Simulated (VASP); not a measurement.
A run of VASP 6.6.1 is set up as follows.

INCAR

```
SYSTEM = Al2Ru
  PREC = Accurate
  ENCUT = 520
  EDIFF = 1E-7
  ISMEAR = -1
  SIGMA = 0.15
  LREAL = .FALSE.
  LASPH = .TRUE.
  NELM = 60
  ALGO = Fast
  ISIF = 2
  LWAVE = .FALSE.
  LCHARG = .FALSE.
  GGA = PS
  NBANDS = 17
```

Contents of KPOINTS:

```
regular mesh
0
G
  18 18 18
  0 0 0
```

Contents of POSCAR:

```
Al2Ru
1.0
   -1.5259373870      1.5259373870      4.1021513201
    1.5259373870     -1.5259373870      4.1021513201
    1.5259373870      1.5259373870     -4.1021513201
Al Ru
2 1
Direct
    0.6604111708      0.6604111708      0.0000000000
    0.3395888292      0.3395888292      0.0000000000
    0.0000000000      0.0000000000      0.0000000000
```

Potentials or basis: VASP PAW PBE potentials, release 64 (Al, Ru_pv).

Command:

```sh
$ cat potpaw_PBE.64/Al/POTCAR potpaw_PBE.64/Ru_pv/POTCAR > POTCAR
$ mpirun -np 1 vasp_std > vasp.out
```

Q: What does it give for the pressure?

A: 15.2 GPa.

Q: Estimate the band gap on the k mesh.

A: Zero (bands 10 and 11 overlap by 0.15 eV).

Caveat: the cell stands under pressure; the PAW data sets were made with another functional, which shifts forces and pressure a little.
